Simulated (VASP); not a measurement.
The system is SiO2.

```xyz
6
Lattice="4.2798 0.0000 0.0000 0.0000 4.2798 0.0000 0.0000 0.0000 2.5336" Properties=species:S:1:pos:R:3 pbc="T T T"
Si    2.1399    2.1399    1.2668
Si    0.0000    0.0000    0.0000
O     2.9720    2.9720    0.0000
O     0.8321    3.4477    1.2668
O     1.3078    1.3078    0.0000
O     3.4477    0.8321    1.2668
```

Base run:

| Quantity | Value |
| --- | --- |
| Program | VASP 6.6.1 |
| Functional | LDA |
| Potentials or basis | VASP PAW LDA potentials, release 64 (Si, O) |
| Cutoff | 520 eV |
| k mesh | 6 × 6 × 8 |
| Occupations | gaussian, width 0.05 eV |
| Spin | no spin polarisation |

Its results: band gap on the k mesh 5.81 eV, direct; pressure 2.7 GPa; largest force 0.496 eV/Å.

Task: The run is repeated on the same cell with these changes: potentials or basis from VASP PAW LDA potentials, release 64 (Si, O) to VASP PAW LDA potentials, release 64 (Si, O_h); cutoff from 520 eV to 910 eV; further incar settings from ALGO = Normal; EDIFF = 1e-07; NBANDS = 25 to ALGO = Normal; EDIFF = 1e-06; NBANDS = 25. What comes out?

Result: Band gap on the k mesh 5.83 eV, direct; pressure 1.9 GPa; largest force 0.527 eV/Å.

Caveats: the cutoff is under 1.25 times the usual one of these potentials, so pressure, stress and relaxed cells hold a basis-set (Pulay) error (some runs).

A k mesh can miss the band edges.
